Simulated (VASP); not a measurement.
# C63N (a cell with a defect) in VASP: single point with PBEsol

Aim: the single point of C63N (a cell with a defect) with PBEsol.

Program: VASP 6.6.1. These are calculated values, not measurements. Logs are shortened: lines on timing, memory, paths and dates and some standing lists are left out, and cuts for length are marked.

**1. The cell of the first run**

The cell holds a defect, 64 atoms: a = 7.108 Å, b = 7.108 Å, c = 7.108 Å, α = 90.00°, β = 90.00°, γ = 90.00°.

**2. Single point, PBEsol**

File INCAR:

```
SYSTEM = C63N
PREC     = Accurate       ! precision mode
ENCUT    = 520            ! plane-wave cutoff, eV
EDIFF    = 1E-7           ! SCF threshold, eV
ISMEAR   = -1             ! smearing method
SIGMA    = 0.05           ! smearing width, eV
LREAL    = Auto         
LASPH    = .True.         ! aspherical terms in the spheres
NELM     = 100            ! most SCF steps
ALGO     = Normal         ! electronic algorithm
ISIF     = 2              ! what is computed and relaxed
LWAVE    = .False.        ! write WAVECAR
LCHARG   = .False.        ! write CHGCAR
GGA      = PS             ! functional
NELECT   = 256.0        
ISYM     = 0            
NBANDS   = 166            ! bands
```

File KPOINTS:

```
Automatic mesh
0
Gamma
  1 1 1
  0.25 0.25 0.25
```

File POSCAR:

```
C63N
1.0
    7.1076060000      0.0000000000      0.0000000000
    0.0000000000      7.1076060000      0.0000000000
    0.0000000000      0.0000000000      7.1076060000
C N
63 1
Direct
    0.9996100000      0.0001200000      0.0005610000
    0.9996330000      0.0001530000      0.5004710000
    0.9996400000      0.5000430000      0.0005690000
    0.9996230000      0.5001060000      0.5004950000
    0.4995570000      0.0001560000      0.0006000000
    0.4995990000      0.0001200000      0.5005420000
    0.4996220000      0.5001040000      0.0005450000
    0.1247190000      0.1252140000      0.1256640000
    0.1249600000      0.1254900000      0.6262240000
    0.1249820000      0.6258030000      0.1259020000
    0.1245960000      0.6253550000      0.6257630000
    0.6252890000      0.1255060000      0.1259310000
    0.6248740000      0.1250830000      0.6258000000
    0.6248950000      0.6253780000      0.1255060000
    0.6260270000      0.6264970000      0.6269170000
    0.2494590000      0.2499280000      0.0004530000
    0.2497700000      0.2502860000      0.4995150000
    0.2495450000      0.7501910000      0.0005430000
    0.2498650000      0.7498320000      0.5014420000
    0.7497110000      0.2500420000      0.0005960000
    0.7493400000      0.2503810000      0.5014620000
    0.7497940000      0.7502760000      0.0006220000
    0.7494930000      0.7500160000      0.4996280000
    0.3747910000      0.3752680000      0.1253900000
    0.3738970000      0.3743730000      0.6264120000
    0.3744880000      0.8751780000      0.1259080000
    0.3748980000      0.8756020000      0.6257660000
    0.8746800000      0.3750060000      0.1259210000
    0.8751400000      0.3754220000      0.6257910000
    0.8749850000      0.8754840000      0.1257510000
    0.8748630000      0.8753830000      0.6262860000
    0.2494310000      0.0000170000      0.2503910000
    0.2495280000      0.0001120000      0.7506310000
    0.2497780000      0.4990990000      0.2507090000
    0.2498900000      0.5010130000      0.7502360000
    0.7497090000      0.0001570000      0.2504540000
    0.7497810000      0.0002050000      0.7507000000
    0.7493420000      0.5010520000      0.2507920000
    0.7495030000      0.4992350000      0.7504340000
    0.3747600000      0.1249500000      0.3757130000
    0.3744980000      0.1254480000      0.8756080000
    0.3738670000      0.6260270000      0.3747970000
    0.3749340000      0.6253500000      0.8760370000
    0.8746640000      0.1254950000      0.3754320000
    0.8749740000      0.1253500000      0.8759200000
    0.8751420000      0.6253740000      0.3758000000
    0.8748850000      0.6258880000      0.8758050000
    0.9994970000      0.2499530000      0.2503910000
    0.9996110000      0.2500380000      0.7506300000
    0.9996270000      0.7502050000      0.2504430000
    0.9997000000      0.7502620000      0.7506720000
    0.4985840000      0.2503090000      0.2507370000
    0.5005310000      0.2503560000      0.7502770000
    0.5005290000      0.7498540000      0.2507920000
    0.4987530000      0.7499850000      0.7504060000
    0.1244510000      0.3752750000      0.3756950000
    0.1250000000      0.3749820000      0.8756040000
    0.1249490000      0.8751720000      0.3754100000
    0.1248250000      0.8754660000      0.8759020000
    0.6255310000      0.3743990000      0.3748110000
    0.6248740000      0.3753920000      0.8760900000
    0.6248690000      0.8756580000      0.3758110000
    0.6253900000      0.8753630000      0.8757880000
    0.4998830000      0.5003910000      0.5008170000
```

Potentials or basis: VASP PAW PBE potentials, release 64 (C, N).

Command:

```
cat potpaw_PBE.64/C/POTCAR potpaw_PBE.64/N/POTCAR > POTCAR
mpirun -np 1 vasp_std > vasp.out
```

OUTCAR:

```text
SYSTEM = C63N
   PREC = Accurate
   ENCUT = 520
   EDIFF = 1E-7
   ISMEAR = -1
   LREAL = Auto
   LASPH = .True.
   NELM = 100
   ISIF = 2
   GGA = PS
   NELECT = 256.0
   ISYM = 0

 ion  position               nearest neighbor table
   1  1.000  0.000  0.001-  30 1.54  45 1.54  59 1.54   8 1.54
   2  1.000  0.000  0.500-  44 1.54  31 1.54  58 1.54   9 1.54
   3  1.000  0.500  0.001-  28 1.54  47 1.54  57 1.54  10 1.54
   4  1.000  0.500  0.500-  46 1.54  56 1.54  29 1.54  11 1.54
   5  0.500  0.000  0.001-  41 1.54  26 1.54  63 1.54  12 1.54
   6  0.500  0.000  0.501-  27 1.54  62 1.54  40 1.54  13 1.54
[... 56 lines left out ...]
  63  0.625  0.875  0.876-  37 1.54  22 1.54   5 1.54  55 1.55
  64  0.500  0.500  0.501-  25 1.55  60 1.55  42 1.55  15 1.55

IMPORTANT INFORMATION: All symmetrisations will be switched off!
NOSYMM: (Re-)initialisation of all symmetry stuff for point group C_1.

----------------------------------------------------------------------------------------

                                     Primitive cell

  volume of cell :     359.0625

  direct lattice vectors                    reciprocal lattice vectors
     7.107606000  0.000000000  0.000000000     0.140694349  0.000000000  0.000000000
     0.000000000  7.107606000  0.000000000     0.000000000  0.140694349  0.000000000
     0.000000000  0.000000000  7.107606000     0.000000000  0.000000000  0.140694349

  length of vectors
     7.107606000  7.107606000  7.107606000     0.140694349  0.140694349  0.140694349

  position of ions in fractional coordinates (direct lattice)
     0.999610000  0.000120000  0.000561000
     0.999633000  0.000153000  0.500471000
     0.999640000  0.500043000  0.000569000
     0.999623000  0.500106000  0.500495000
     0.499557000  0.000156000  0.000600000
     0.499599000  0.000120000  0.500542000
[... 56 lines left out ...]
     0.625390000  0.875363000  0.875788000
     0.499883000  0.500391000  0.500817000

  ion indices of the primitive-cell ions
   primitive index   ion index
                 1           1
                 2           2
                 3           3
                 4           4
                 5           5
                 6           6
[... 56 lines left out ...]
                63          63
                64          64

----------------------------------------------------------------------------------------

 KPOINTS: Automatic mesh

Automatic generation of k-mesh.
 Grid dimensions read from file:
 generate k-points for:    1    1    1

 Generating k-lattice:

  Cartesian coordinates                     Fractional coordinates (reciprocal lattice)
     0.140694349  0.000000000  0.000000000     1.000000000  0.000000000  0.000000000
     0.000000000  0.140694349  0.000000000     0.000000000  1.000000000  0.000000000
     0.000000000  0.000000000  0.140694349     0.000000000  0.000000000  1.000000000

  Length of vectors
     0.140694349  0.140694349  0.140694349

  Shift w.r.t. Gamma in fractional coordinates (k-lattice)
     0.250000000  0.250000000  0.250000000

 Subroutine IBZKPT returns following result:
 ===========================================

 Found      4 irreducible k-points:

 Following reciprocal coordinates:
            Coordinates               Weight
  0.250000  0.250000  0.250000      2.000000
 -0.250000  0.250000  0.250000      2.000000
 -0.250000 -0.250000  0.250000      2.000000
  0.250000 -0.250000  0.250000      2.000000
   k-points           NKPTS =      4   k-points in BZ     NKDIM =      4   number of bands    NBANDS=    166
   number of dos      NEDOS =    301   number of ions     NIONS =     64
   total plane-waves  NPLWV = 157464
   dimension x,y,z NGX =    54 NGY =   54 NGZ =   54
   dimension x,y,z NGXF=   108 NGYF=  108 NGZF=  108
   ions per type =              63   1
   NGX,Y,Z   is equivalent  to a cutoff of  12.63, 12.63, 12.63 a.u.
   NGXF,Y,Z  is equivalent  to a cutoff of  25.26, 25.26, 25.26 a.u.
 SYSTEM =  C63N
   PREC   = accura    normal or accurate (medium, high low for compatibility)
   ISTART =      0    job   : 0-new  1-cont  2-samecut
   ICHARG =      2    charge: 1-file 2-atom 10-const
   ISPIN  =      1    spin polarized calculation?
   LNONCOLLINEAR =      F non collinear calculations
   LSORBIT =      F    spin-orbit coupling
   LASPH  =      T    aspherical Exc in radial PAW
   ENCUT  =  520.0 eV  38.22 Ry    6.18 a.u.  13.22 13.22 13.22*2*pi/ulx,y,z
   NELM   =    100;   NELMIN=  2; NELMDL= -5     # of ELM steps
   EDIFF  = 0.1E-06   stopping-criterion for ELM
   LREAL  =      T    real-space projection
   EDIFFG = 0.1E-05   stopping-criterion for IOM
   NSW    =      0    number of steps for IOM
   IBRION =     -1    ionic relax: 0-MD 1-quasi-New 2-CG
   NFREE  =      0    steps in history (QN), initial steepest desc. (CG)
   ISIF   =      2    stress and relaxation
   ISYM   =      0    0-nonsym 1-usesym 2-fastsym
   POTIM  = 0.5000    time-step for ionic-motion
   TEBEG  =    0.0;   TEEND  =   0.0 temperature during run
   PSTRESS=    0.0 pullay stress
   NELECT =     256.0000    total number of electrons
   NUPDOWN=      -1.0000    fix difference up-down
   EMIN   =  10.00;   EMAX   =-10.00  energy-range for DOS
   EFERMI =   0.00;   METHOD = LEGACY
   ISMEAR =    -1;   SIGMA  =   0.05  broadening in eV -4-tet -1-fermi 0-gaus
   EFERMI_NEDOS =   21; number of points for ismear=-14 and -15
   IALGO  =     38    algorithm
   IMIX   =      4    mixing-type and parameters
     AMIX     =   0.40;   BMIX     =  1.00
     AMIX_MAG =   1.60;   BMIX_MAG =  1.00
  volume/ion in A,a.u.               =       5.61        37.86
  Fermi-wavevector in a.u.,A,eV,Ry     =   1.462508  2.763739 29.101890  2.138929
  Thomas-Fermi vector in A             =   2.578713
   LORBIT       =      0    0 simple, 1 ext, 2 COOP (PROOUT), +10 PAW based schemes
   GGA     = PS    functional components
   LHFCALC =     F    Hartree Fock is set to
   AEXX    =    0.0000 exact exchange contribution
   IVDW    =     0    specifies the selected vdW correction
   LEPSILON=     F    determine dielectric tensor
   LRPA    =     F    only Hartree local field effects (RPA)
 non-spin polarized calculation
  energy-cutoff  :      520.00
  volume of cell :      359.06
 maximum number of plane-waves:      9651
 NGX is ok and might be reduce to    54
   NGX = 27   NGY = 27   NGZ = 27

 number of electron     256.0000004 magnetization

 Free energy of the ion-electron system (eV)
  ---------------------------------------------------
  ext. energy  EPLUGINS =         0.00000000
  ---------------------------------------------------
  free energy    TOTEN  =      -624.52866417 eV

  energy without entropy =     -624.52866417  energy(sigma->0) =     -624.52866417

 E-fermi :  10.4915     XC(G=0): -13.4728

 val. band max:        9.2011535095   @ k =   0.2500  -0.2500   0.2500
 cond. band min:      13.9081694144   @ k =  -0.2500   0.2500   0.2500
 fundamental gap:      4.7070159049
 Fermi energy:        10.4914906634

 k-point     1 :       0.2500    0.2500    0.2500
  band No.  band energies     occupation
      1     -12.1741      2.00000
      2     -10.8885      2.00000
      3     -10.1720      2.00000
      4     -10.1716      2.00000
      5      -9.4972      2.00000
      6      -9.0297      2.00000
[... 132 lines left out ...]
    139      16.1157      0.00000
    140      16.1169      0.00000

 k-point     2 :      -0.2500    0.2500    0.2500
  band No.  band energies     occupation
      1     -12.1742      2.00000
      2     -10.8882      2.00000
      3     -10.1726      2.00000
      4     -10.1717      2.00000
      5      -9.4969      2.00000
      6      -9.0303      2.00000
[... 132 lines left out ...]
    139      16.0937      0.00000
    140      16.1286      0.00000

 k-point     3 :      -0.2500   -0.2500    0.2500
  band No.  band energies     occupation
      1     -12.1742      2.00000
      2     -10.8881      2.00000
      3     -10.1726      2.00000
      4     -10.1718      2.00000
      5      -9.4969      2.00000
      6      -9.0304      2.00000
[... 132 lines left out ...]
    139      16.0937      0.00000
    140      16.1278      0.00000

 k-point     4 :       0.2500   -0.2500    0.2500
  band No.  band energies     occupation
      1     -12.1742      2.00000
      2     -10.8881      2.00000
      3     -10.1726      2.00000
      4     -10.1718      2.00000
      5      -9.4970      2.00000
      6      -9.0303      2.00000
[... 132 lines left out ...]
    139      16.0938      0.00000
    140      16.1284      0.00000
 [bands above 140 left out]

------------------------ aborting loop because EDIFF is reached ----------------------------------------

  FORCE on cell =-STRESS in cart. coord.  units (eV):
  Direction    XX          YY          ZZ          XY          YZ          ZX
  --------------------------------------------------------------------------------------
  -------------------------------------------------------------------------------------
  Total      -13.0456286    -13.0584653    -13.0390639     -0.2321881     -0.1968860     -0.2217392
  in kB      -58.2110667    -58.2683452    -58.1817742     -1.0360497     -0.8785275     -0.9894252
  external PRESSURE =     -58.2203953 kB  Pullay stress =       0.0000000 kB

 VOLUME and BASIS-vectors are now :
 -----------------------------------------------------------------------------
  energy-cutoff  :      520.00
  volume of cell :      359.06
      direct lattice vectors                 reciprocal lattice vectors
     7.107606000  0.000000000  0.000000000     0.140694349  0.000000000  0.000000000
     0.000000000  7.107606000  0.000000000     0.000000000  0.140694349  0.000000000
     0.000000000  0.000000000  7.107606000     0.000000000  0.000000000  0.140694349

 POSITION                                       TOTAL-FORCE (eV/Angst)
 -----------------------------------------------------------------------------------
      7.10483      0.00085      0.00399         0.071697      0.061384      0.052481
      7.10500      0.00109      3.55715         0.068172      0.060343      0.090822
      7.10505      3.55411      0.00404         0.072539      0.096479      0.056233
      7.10493      3.55456      3.55732         0.062849      0.065845      0.069096
      3.55065      0.00111      0.00426         0.098553      0.056224      0.051378
      3.55095      0.00085      3.55766         0.072032      0.056300      0.057929
[... 56 lines left out ...]
      4.44503      6.22174      6.22476        -0.092938     -0.069447     -0.069114
      3.55297      3.55658      3.55961        -0.026716     -0.030440     -0.032529
 -----------------------------------------------------------------------------------
    total drift:                               -0.001820     -0.018425     -0.045805

  FREE ENERGIE OF THE ION-ELECTRON SYSTEM (eV)
  ---------------------------------------------------
  free  energy   TOTEN  =      -624.5286641666 eV

  energy  without entropy=     -624.5286641666  energy(sigma->0) =     -624.52866417
```

Wall time 23 min (1 thread of AMD EPYC 7R13 (Zen 3), shared host); peak memory 0.42 GiB.

Results:

- Free energy: -624.5287 eV
- Largest force: 0.143 eV/Å

Forces on the atoms (eV/Å):
```
C    0.072  0.061  0.052
C    0.068  0.060  0.091
C    0.073  0.096  0.056
C    0.063  0.066  0.069
C    0.099  0.056  0.051
C    0.072  0.056  0.058
C    0.070  0.064  0.055
C   -0.064 -0.062 -0.068
C   -0.061 -0.069 -0.086
C   -0.060 -0.086 -0.068
C   -0.068 -0.065 -0.064
C   -0.080 -0.067 -0.066
C   -0.064 -0.064 -0.068
C   -0.069 -0.065 -0.065
C   -0.075 -0.068 -0.076
C    0.068  0.071  0.061
C    0.066  0.066  0.065
C    0.060  0.072  0.058
C    0.056  0.065  0.062
C    0.065  0.064  0.052
C    0.059  0.063  0.066
C    0.066  0.071  0.054
C    0.066  0.062  0.087
C   -0.066 -0.059 -0.058
C   -0.028 -0.028  0.003
C   -0.080 -0.058 -0.070
C   -0.072 -0.055 -0.063
C   -0.055 -0.085 -0.073
C   -0.064 -0.075 -0.071
C   -0.070 -0.064 -0.070
C   -0.075 -0.080 -0.085
C    0.071  0.064  0.070
C    0.062  0.062  0.072
C    0.066  0.060  0.067
C    0.056  0.065  0.072
C    0.067  0.057  0.068
C    0.065  0.057  0.072
C    0.063  0.060  0.063
C    0.061  0.085  0.066
C   -0.056 -0.058 -0.060
C   -0.081 -0.064 -0.057
C   -0.019 -0.006 -0.032
C   -0.073 -0.070 -0.054
C   -0.053 -0.069 -0.085
C   -0.062 -0.077 -0.063
C   -0.061 -0.071 -0.065
C   -0.077 -0.090 -0.081
C    0.078  0.069  0.070
C    0.075  0.065  0.075
C    0.069  0.071  0.067
C    0.064  0.071  0.076
C    0.063  0.063  0.068
C    0.061  0.062  0.067
C    0.065  0.062  0.063
C    0.080  0.066  0.068
C   -0.066 -0.056 -0.059
C   -0.074 -0.076 -0.054
C   -0.065 -0.049 -0.078
C   -0.073 -0.056 -0.060
C   -0.006 -0.024 -0.024
C   -0.075 -0.063 -0.061
C   -0.078 -0.057 -0.062
C   -0.093 -0.069 -0.069
N   -0.027 -0.030 -0.033
```

Levels at points of the mesh, in eV from the Fermi level:
| k point | band 124 | band 125 | band 126 | band 127 | band 128 | band 129 | band 130 | band 131 | band 132 | band 133 |
| --- | --- | --- | --- | --- | --- | --- | --- | --- | --- | --- |
| (0.25, 0.25, 0.25) | -2.53 | -2.53 | -2.47 | -1.35 | -1.35 | 3.42 | 4.15 | 4.15 | 4.27 | 4.38 |

Caveat: the k points lie up to 0.88 Å⁻¹ apart; the cell carries a net charge on a neutralising background, which shifts energy and pressure; the cell is charged against a uniform background, so pressure and absolute levels hang on convention; the PAW data sets were made with another functional, which shifts forces and pressure a little.
